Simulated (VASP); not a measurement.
# TiAl3 (P-4m2) in VASP: single point with PBEsol

Aim: the single point of TiAl3 with PBEsol.

Everything below comes from runs of VASP 6.6.1. Logs are shortened: lines on timing, memory, paths and dates and some standing lists are left out, and cuts for length are marked.

## (1) The cell of the first run

The structure is tetragonal, space group P-4m2 (No. 115). Conventional cell: a = 4.083 Å, b = 4.083 Å, c = 4.024 Å, α = 90.00°, β = 90.00°, γ = 90.00°. Within 3.6 Å of Ti (site symmetry -4m2) lie 12 Al at 2.72 to 3.02 Å. Al (site symmetry 2mm) has 4 Ti at 2.72 to 3.02 Å and 8 Al at 2.72 to 3.02 Å within 3.6 Å. Al (site symmetry -4m2) has 8 Al at 2.72 to 3.02 Å and 4 Ti at 2.89 Å within 3.6 Å.

## (2) Single point, PBEsol (strained and its atoms moved)

The input, INCAR:

```
PREC     = Accurate       # precision mode
ENCUT    = 520            # plane-wave cutoff, eV
EDIFF    = 1E-6           # SCF threshold, eV
ISMEAR   = 0              # smearing method
SIGMA    = 0.1            # smearing width, eV
LREAL    = False          # projectors in reciprocal space
LASPH    = True           # aspherical terms in the spheres
NELM     = 60             # most SCF steps
ALGO     = Fast           # electronic algorithm
ISIF     = 2              # what is computed and relaxed
LWAVE    = False          # write WAVECAR
LCHARG   = False          # write CHGCAR
GGA      = PS             # functional
NBANDS   = 18             # bands
```

The input, KPOINTS:

```
Automatic mesh
0
Gamma
  10 10 10
```

The input, POSCAR:

```
TiAl3
1.0
    4.0833603180      0.0000000000      0.0000000000
    0.0000000000      4.0240252492      0.0000000000
    0.0000000000      0.0000000000      4.0833603180
Ti Al
1 3
Direct
    0.0000000000      0.0000000000      0.0000000000
    0.5000000000      0.4463726834      0.0000000000
    0.5000000000      0.0000000000      0.5000000000
    0.0000000000      0.5536273166      0.5000000000
```

Potentials or basis: VASP PAW PBE potentials, release 64 (Ti_sv, Al).

Started as:

```bash
$ cat potpaw_PBE.64/Ti_sv/POTCAR potpaw_PBE.64/Al/POTCAR > POTCAR
$ mpirun -np 1 vasp_std > vasp.out
```

OUTCAR:

```text
PREC = Accurate
   ENCUT = 520
   EDIFF = 1E-6
   ISMEAR = 0
   LREAL = False
   LASPH = True
   NELM = 60
   ISIF = 2
   GGA = PS

 ion  position               nearest neighbor table
   1  0.000  0.000  0.000-   2 2.72   4 2.72   4 2.72   2 2.72   3 2.89   3 2.89   3 2.89   3 2.89
                             4 3.02   4 3.02   2 3.02   2 3.02
   2  0.500  0.446  0.000-   1 2.72   3 2.72   3 2.72   1 2.72   4 2.92   4 2.92   4 2.92   4 2.92
                             1 3.02   3 3.02   1 3.02   3 3.02
   3  0.500  0.000  0.500-   2 2.72   4 2.72   2 2.72   4 2.72   1 2.89   1 2.89   1 2.89   1 2.89
                             4 3.02   4 3.02   2 3.02   2 3.02
   4  0.000  0.554  0.500-   1 2.72   3 2.72   1 2.72   3 2.72   2 2.92   2 2.92   2 2.92   2 2.92
                             1 3.02   3 3.02   1 3.02   3 3.02

  LATTYP: Found a simple tetragonal cell.
 ALAT       =     4.0833603180
 C/A-ratio  =     0.9854690588

  Lattice vectors:

 A1 = (  -4.0833603180,   0.0000000000,   0.0000000000)
 A2 = (   0.0000000000,   0.0000000000,   4.0833603180)
 A3 = (   0.0000000000,   4.0240252492,   0.0000000000)

Analysis of symmetry for initial positions (statically):
=====================================================================
 Subroutine PRICEL returns:
 Original cell was already a primitive cell.

 Routine SETGRP: Setting up the symmetry group for a
 simple tetragonal supercell.

 Subroutine GETGRP returns: Found  8 space group operations
 (whereof  8 operations were pure point group operations)
 out of a pool of 16 trial point group operations.

The static configuration has the point symmetry D_2d.

Analysis of symmetry for dynamics (positions and initial velocities):
=====================================================================
 Subroutine PRICEL returns:
 Original cell was already a primitive cell.

 Routine SETGRP: Setting up the symmetry group for a
 simple tetragonal supercell.

 Subroutine GETGRP returns: Found  8 space group operations
 (whereof  8 operations were pure point group operations)
 out of a pool of 16 trial point group operations.

The dynamic configuration has the point symmetry D_2d.

 Subroutine INISYM returns: Found  8 space group operations
 (whereof  8 operations are pure point group operations),
 and found     1 'primitive' translations

----------------------------------------------------------------------------------------

                                     Primitive cell

  volume of cell :      67.0959

  direct lattice vectors                    reciprocal lattice vectors
     4.083360318  0.000000000  0.000000000     0.244896341  0.000000000  0.000000000
     0.000000000  4.024025249  0.000000000     0.000000000  0.248507387  0.000000000
     0.000000000  0.000000000  4.083360318     0.000000000  0.000000000  0.244896341

  length of vectors
     4.083360318  4.024025249  4.083360318     0.244896341  0.248507387  0.244896341

  position of ions in fractional coordinates (direct lattice)
     0.000000000  0.000000000  0.000000000
     0.500000000  0.446372683  0.000000000
     0.500000000  0.000000000  0.500000000
     0.000000000  0.553627317  0.500000000

  ion indices of the primitive-cell ions
   primitive index   ion index
                 1           1
                 2           2
                 3           3
                 4           4

----------------------------------------------------------------------------------------

 KPOINTS: Automatic mesh

Automatic generation of k-mesh.
 Grid dimensions read from file:
 generate k-points for:   10   10   10

 Generating k-lattice:

  Cartesian coordinates                     Fractional coordinates (reciprocal lattice)
     0.024489634  0.000000000  0.000000000     0.100000000  0.000000000  0.000000000
     0.000000000  0.024850739  0.000000000     0.000000000  0.100000000  0.000000000
     0.000000000  0.000000000  0.024489634     0.000000000  0.000000000  0.100000000

  Length of vectors
     0.024489634  0.024850739  0.024489634

  Shift w.r.t. Gamma in fractional coordinates (k-lattice)
     0.000000000  0.000000000  0.000000000

 Subroutine IBZKPT returns following result:
 ===========================================

 Found    126 irreducible k-points:

 Following reciprocal coordinates:
            Coordinates               Weight
  0.000000  0.000000  0.000000      1.000000
  0.100000  0.000000  0.000000      4.000000
  0.200000  0.000000  0.000000      4.000000
  0.300000  0.000000  0.000000      4.000000
  0.400000  0.000000  0.000000      4.000000
  0.500000  0.000000  0.000000      2.000000
[... 16 lines left out ...]
  0.400000  0.300000  0.000000      8.000000
  0.500000  0.300000  0.000000      4.000000
 [... further k-points ...]
   k-points           NKPTS =    126   k-points in BZ     NKDIM =    126   number of bands    NBANDS=     18
   number of dos      NEDOS =    301   number of ions     NIONS =      4
   total plane-waves  NPLWV =  27000
   dimension x,y,z NGX =    30 NGY =   30 NGZ =   30
   dimension x,y,z NGXF=    60 NGYF=   60 NGZF=   60
   ions per type =               1   3
   NGX,Y,Z   is equivalent  to a cutoff of  12.21, 12.39, 12.21 a.u.
   NGXF,Y,Z  is equivalent  to a cutoff of  24.43, 24.79, 24.43 a.u.
 SYSTEM =  unknown system
   PREC   = accura    normal or accurate (medium, high low for compatibility)
   ISTART =      0    job   : 0-new  1-cont  2-samecut
   ICHARG =      2    charge: 1-file 2-atom 10-const
   ISPIN  =      1    spin polarized calculation?
   LNONCOLLINEAR =      F non collinear calculations
   LSORBIT =      F    spin-orbit coupling
   LASPH  =      T    aspherical Exc in radial PAW
   ENCUT  =  520.0 eV  38.22 Ry    6.18 a.u.   7.59  7.48  7.59*2*pi/ulx,y,z
   NELM   =     60;   NELMIN=  2; NELMDL= -5     # of ELM steps
   EDIFF  = 0.1E-05   stopping-criterion for ELM
   LREAL  =      F    real-space projection
   EDIFFG = 0.1E-04   stopping-criterion for IOM
   NSW    =      0    number of steps for IOM
   IBRION =     -1    ionic relax: 0-MD 1-quasi-New 2-CG
   NFREE  =      0    steps in history (QN), initial steepest desc. (CG)
   ISIF   =      2    stress and relaxation
   ISYM   =      2    0-nonsym 1-usesym 2-fastsym
   POTIM  = 0.5000    time-step for ionic-motion
   TEBEG  =    0.0;   TEEND  =   0.0 temperature during run
   PSTRESS=    0.0 pullay stress
   NELECT =      21.0000    total number of electrons
   NUPDOWN=      -1.0000    fix difference up-down
   EMIN   =  10.00;   EMAX   =-10.00  energy-range for DOS
   EFERMI =   0.00;   METHOD = LEGACY
   ISMEAR =     0;   SIGMA  =   0.10  broadening in eV -4-tet -1-fermi 0-gaus
   EFERMI_NEDOS =   21; number of points for ismear=-14 and -15
   IALGO  =     68    algorithm
   IMIX   =      4    mixing-type and parameters
     AMIX     =   0.40;   BMIX     =  1.00
     AMIX_MAG =   1.60;   BMIX_MAG =  1.00
  volume/ion in A,a.u.               =      16.77       113.20
  Fermi-wavevector in a.u.,A,eV,Ry     =   1.111516  2.100462 16.809574  1.235469
  Thomas-Fermi vector in A             =   2.248080
   LORBIT       =      0    0 simple, 1 ext, 2 COOP (PROOUT), +10 PAW based schemes
   GGA     = PS    functional components
   LHFCALC =     F    Hartree Fock is set to
   AEXX    =    0.0000 exact exchange contribution
   IVDW    =     0    specifies the selected vdW correction
   LEPSILON=     F    determine dielectric tensor
   LRPA    =     F    only Hartree local field effects (RPA)
 non-spin polarized calculation
 RMM-DIIS sequential band-by-band and
 Gauss-broadening in eV      SIGMA  =   0.10
  energy-cutoff  :      520.00
  volume of cell :       67.10
 maximum number of plane-waves:      1823
   NGX = 15   NGY = 15   NGZ = 15

 number of electron      21.0000002 magnetization

 Free energy of the ion-electron system (eV)
  ---------------------------------------------------
  ext. energy  EPLUGINS =         0.00000000
  ---------------------------------------------------
  free energy    TOTEN  =       -21.69366297 eV

  energy without entropy =      -21.68147018  energy(sigma->0) =      -21.68756657

 E-fermi :   8.1672     XC(G=0): -10.5824

 val. band max:        8.1598066644   @ k =   0.2000   0.2000   0.1000
 cond. band min:       8.1681409813   @ k =   0.3000   0.4000   0.0000
 fundamental gap:      0.0083343169
 Fermi energy:         8.1671692040

 k-point     1 :       0.0000    0.0000    0.0000
  band No.  band energies     occupation
      1     -48.6905      2.00000
      2     -25.0897      2.00000
      3     -25.0897      2.00000
      4     -25.0675      2.00000
      5      -2.1517      2.00000
      6       4.9634      2.00000
[... 10 lines left out ...]
     17      13.4284      0.00000
     18      13.4359      0.00000

 k-point     2 :       0.1000    0.0000    0.0000
  band No.  band energies     occupation
      1     -48.6904      2.00000
      2     -25.0910      2.00000
      3     -25.0896      2.00000
      4     -25.0674      2.00000
      5      -2.0611      2.00000
      6       4.3841      2.00000
[... 10 lines left out ...]
     17      13.2981      0.00000
     18      13.4540      0.00000

 k-point     3 :       0.2000    0.0000    0.0000
  band No.  band energies     occupation
      1     -48.6903      2.00000
      2     -25.0944      2.00000
      3     -25.0893      2.00000
      4     -25.0672      2.00000
      5      -1.7916      2.00000
      6       3.2815      2.00000
[... 10 lines left out ...]
     17      12.7345      0.00000
     18      12.9685      0.00000

 k-point     4 :       0.3000    0.0000    0.0000
  band No.  band energies     occupation
      1     -48.6902      2.00000
      2     -25.0985      2.00000
      3     -25.0891      2.00000
      4     -25.0669      2.00000
      5      -1.3519      2.00000
      6       2.1542      2.00000
[... 375 lines left out ...]
      4     -25.0766      2.00000
      5      -0.5575      2.00000
      6       2.6878      2.00000
[... 10 lines left out ...]
     17      12.3808      0.00000
     18      13.7155      0.00000

 k-point    23 :       0.4000    0.3000    0.0000
  band No.  band energies     occupation
      1     -48.6897      2.00000
      2     -25.1007      2.00000
      3     -25.0881      2.00000
      4     -25.0763      2.00000
      5      -0.0109      2.00000
      6       1.8841      2.00000
[... 10 lines left out ...]
     17      12.3026      0.00000
     18      13.6178      0.00000

 k-point    24 :       0.5000    0.3000    0.0000
  band No.  band energies     occupation
      1     -48.6896      2.00000
      2     -25.1020      2.00000
      3     -25.0880      2.00000
      4     -25.0762      2.00000
      5       0.4027      2.00000
      6       1.3363      2.00000
[... 10 lines left out ...]
     17      12.3915      0.00000
     18      13.4657      0.00000

 [... further k-points ...]
[... 5 lines left out ...]
  --------------------------------------------------------------------------------------
  -------------------------------------------------------------------------------------
  Total       -2.8256637     -2.0918090     -2.8256637     -0.0000000      0.0000000      0.0000000
  in kB      -67.4737670    -49.9501158    -67.4737670     -0.0000000      0.0000000      0.0000000
  external PRESSURE =     -61.6325499 kB  Pullay stress =       0.0000000 kB

 VOLUME and BASIS-vectors are now :
 -----------------------------------------------------------------------------
  energy-cutoff  :      520.00
  volume of cell :       67.10
      direct lattice vectors                 reciprocal lattice vectors
     4.083360318  0.000000000  0.000000000     0.244896341  0.000000000  0.000000000
     0.000000000  4.024025249  0.000000000     0.000000000  0.248507387  0.000000000
     0.000000000  0.000000000  4.083360318     0.000000000  0.000000000  0.244896341

 POSITION                                       TOTAL-FORCE (eV/Angst)
 -----------------------------------------------------------------------------------
      0.00000      0.00000      0.00000         0.000000      0.000000     -0.000000
      2.04168      1.79621      0.00000         0.000000      1.329777     -0.000000
      2.04168      0.00000      2.04168         0.000000      0.000000     -0.000000
      0.00000      2.22781      2.04168         0.000000     -1.329777      0.000000
 -----------------------------------------------------------------------------------
    total drift:                               -0.000000      0.000000      0.000000

  FREE ENERGIE OF THE ION-ELECTRON SYSTEM (eV)
  ---------------------------------------------------
  free  energy   TOTEN  =       -21.6936629699 eV

  energy  without entropy=      -21.6814701754  energy(sigma->0) =      -21.68756657
```

Run time: 2.2 min. Hardware: 1 thread of Intel Xeon 6975P-C (Granite Rapids), shared host; peak memory 0.26 GiB.

What came out:

| Quantity | Value |
| --- | --- |
| Free energy | -21.6937 eV |
| Pressure | -6.2 GPa |
| Largest force | 1.330 eV/Å |

Forces in eV/Å, atoms in the order of the input:
```
Ti   0.000  0.000  0.000
Al   0.000  1.330  0.000
Al   0.000  0.000  0.000
Al   0.000 -1.330  0.000
```

Stress tensor (GPa, compression positive):
```
-6.75  0.00  0.00
 0.00 -5.00  0.00
 0.00  0.00 -6.75
```

Caveat: the cell differs from its parent crystal (strained and its atoms moved); the PAW data sets were made with another functional, which shifts forces and pressure a little.
